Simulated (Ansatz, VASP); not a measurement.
**Ir: VASP beside Ansatz**

Contents of INCAR:

```
  ALGO = Normal
  EDIFF = 1E-6
  EDIFFG = -0.01
  ENCUT = 600
  GGA = PE
  IBRION = 2
  ISIF = 3
  ISMEAR = -1
  ISPIN = 2
  LASPH = True
  LCHARG = False
  LMAXMIX = 4
  LORBIT = 11
  LREAL = False
  LWAVE = False
  MAGMOM = 1
  NELM = 150
  NSW = 80
  PREC = Accurate
  SIGMA = 0.05
```

The input KPOINTS:

```
k-points
0
Gamma
  14 14 14
```

POSCAR

```
Ir
1.0
   -1.5236668997      1.5236668997      1.5236668997
    1.5236668997     -1.5236668997      1.5236668997
    1.5236668997      1.5236668997     -1.5236668997
Ir
1
Direct
    0.0000000000      0.0000000000      0.0000000000
```

Input for Ansatz:

```yaml
crystal:
  lattice:
    - [-1.5236668997, 1.5236668997, 1.5236668997]
    - [1.5236668997, -1.5236668997, 1.5236668997]
    - [1.5236668997, 1.5236668997, -1.5236668997]
  atoms:
    - { symbol: Ir, position: [0.0, 0.0, 0.0], spin: 1.0 }
hamiltonian:
  xc: pbe
  pseudopotentials:
    kind: paw
    azcp:
      Ir: "pseudopotentials/Ir.paw.azcp"
basis:
  ecutwfc: 420
  fft_grid_basis: typed
kpoints:
  mp_grid: { grid: [14, 14, 14], shift: [0, 0, 0] }
magnetization:
  spin_polarized: true
scf:
  occupations: { method: fermi_dirac, width: 0.05 }
relax:
  max_steps: 60
  f_tol: 0.01
  cell: {}
```

Alike in both runs: task relaxation of cell and atoms; functional PBE; k mesh 14 × 14 × 14; occupations fermi-dirac, width 0.05 eV; collinear spin.

|  | VASP | Ansatz |
| --- | --- | --- |
| version | VASP 6.6.1 | Ansatz 0.2.0 |
| potentials or method | VASP PAW PBE potentials, release 64 (Ir), cutoff 600 eV | plane waves (420 eV) with PAW, scalar-relativistic |
| valence electrons in the cell | 9 | 17 |

Ansatz gave:

| Quantity | Value |
| --- | --- |
| net moment per atom (μB) | 0.47 |
| size of the moment on the site where the two differ most (μB) | 0.45 |
| relaxed volume (Å³/atom) | 15.07 |
| relaxed cell length with the largest relative difference (Å) | 2.695 |

Problem. Estimate VASP's values.

Solution. net moment per atom (μB): 0.46; size of the moment on the site where the two differ most (μB): 0.46; relaxed volume (Å³/atom): 15.10; relaxed cell length with the largest relative difference (Å): 2.697.

Site moments also hang on the region over which each program counts them. VASP's potentials hold 9 valence electrons a cell and Ansatz's 17, so a difference there can come from the potentials and not from the codes.

Neither program's run includes spin-orbit coupling.
